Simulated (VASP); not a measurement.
A run of VASP 6.6.1 is set up as follows.

File INCAR:

```
SYSTEM = MgO
PREC = Accurate
ENCUT = 520
EDIFF = 1E-6
ISMEAR = -1
SIGMA = 0.02
LREAL = .False.
LASPH = .True.
NELM = 60
ALGO = Normal
ISIF = 2
LWAVE = .False.
LCHARG = .False.
GGA = PE
NBANDS = 16
```

File KPOINTS:

```
regular mesh
0
Gamma
  12 12 6
  0 0 0
```

POSCAR

```
MgO
1.0
    3.3210994004      0.0000000000      0.0000000000
   -1.6605497002      2.8761564492      0.0000000000
    0.0000000000      0.0000000000      5.0847099375
Mg O
2 2
Direct
    0.3333333333      0.6666666667     -0.0095101543
    0.6666666667      0.3333333333      0.4904898457
    0.3333333333      0.6666666667      0.3845101543
    0.6666666667      0.3333333333      0.8845101543
```

Potentials or basis: VASP PAW PBE potentials, release 64 (Mg, O).

The run is started by

```console
$ cat potpaw_PBE.64/Mg/POTCAR potpaw_PBE.64/O/POTCAR > POTCAR
$ mpirun -np 1 vasp_std > vasp.out
```

**Question.** Estimate the band gap on the k mesh.

**Answer.** 3.38 eV, direct.

**Question.** Estimate the pressure.

**Answer.** -0.2 GPa.

**Question.** What does it give for the largest force?

**Answer.** 0.014 eV/Å.

Forces on the atoms (eV/Å):
```
Mg   0.000  0.000 -0.014
Mg   0.000  0.000 -0.014
O    0.000  0.000  0.014
O    0.000  0.000  0.014
```

Caveat: the cell differs from its parent crystal (strain +1.0%). A k mesh can miss the band edges.
